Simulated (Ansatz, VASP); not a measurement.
**Two plane-wave programs on RbBr**

POSCAR

```
RbBr
1.0
    0.0000000000      3.5449241817      3.4608261073
    3.5449241817      0.0000000000      3.4608261073
    3.5449241817      3.5449241817      0.0000000000
Rb Br
1 1
Direct
    0.0000000000      0.0000000000      0.0000000000
    0.5000000000      0.5000000000      0.5000000000
```

Contents of INCAR.step1:

```
PREC = Accurate ; ENCUT = 520
ISMEAR = 0 ; SIGMA = 0.01
LREAL = F ; LASPH = T
NELM = 80 ; NBANDS = 15
GGA = PE ; ALGO = Normal
EDIFF = 1E-4 ; LWAVE = T
LCHARG = F
```

The input INCAR.step2:

```
PREC = Accurate ; ENCUT = 520
EDIFF = 1E-7 ; ISMEAR = 0
SIGMA = 0.01 ; LREAL = F
LASPH = T ; NELM = 80
ALGO = Normal ; ISIF = 2
LWAVE = F ; LCHARG = F
METAGGA = R2SCAN ; LMIXTAU = T
NBANDS = 15 ; ISTART = 1
```

File KPOINTS:

```
regular mesh
0
Gamma
  6 6 6
```

Input for Ansatz:

```yaml
crystal:
  lattice:
    - [0.0, 3.5449241817, 3.4608261073]
    - [3.5449241817, 0.0, 3.4608261073]
    - [3.5449241817, 3.5449241817, 0.0]
  atoms:
    - { symbol: Rb, position: [0.0, 0.0, 0.0] }
    - { symbol: Br, position: [0.5, 0.5, 0.5] }
kpoints:
  mp_grid: { grid: [6, 6, 6] }
  band_path:
    path:
      - [0.0, 0.0, 0.0]
      - [0.5, 0.0, 0.5]
      - [0.625, 0.25, 0.625]
      - [0.375, 0.375, 0.75]
      - [0.5, 0.5, 0.5]
      - [0.5, 0.25, 0.75]
    npoints: 1
hamiltonian:
  xc: r2scan
scf:
  occupations: { method: fixed }
  n_extra_bands: 4
output:
  forces: true
  stress: true
  eigenvalues: true
```

Change from the starting cell: biaxial_xy strain +2.4%.

Alike in both runs: task single point; functional r2SCAN; k mesh 6 × 6 × 6; no spin polarisation.

|  | VASP | Ansatz |
| --- | --- | --- |
| version | VASP 6.6.1 | Ansatz 0.2.0 |
| potentials or method | VASP PAW PBE potentials, release 64 (Rb_sv, Br) | plane waves, PAW |
| plane-wave cutoff (eV) | 520 | 500 |
| occupations | gaussian, width 0.01 eV | fixed |
| valence electrons in the cell | 16 | 16 |

VASP gave:

* gap on the k mesh at the Fermi level (eV): 4.76
* pressure (GPa): -0.5
* traceless stress, the component that is largest in VASP (GPa): 0.40

**Question.** Estimate Ansatz's values.

**Answer.** gap on the k mesh at the Fermi level (eV): 4.76; pressure (GPa): -0.6; traceless stress, the component that is largest in VASP (GPa): 0.40.

VASP's potentials were made for PBE, not for r2SCAN.
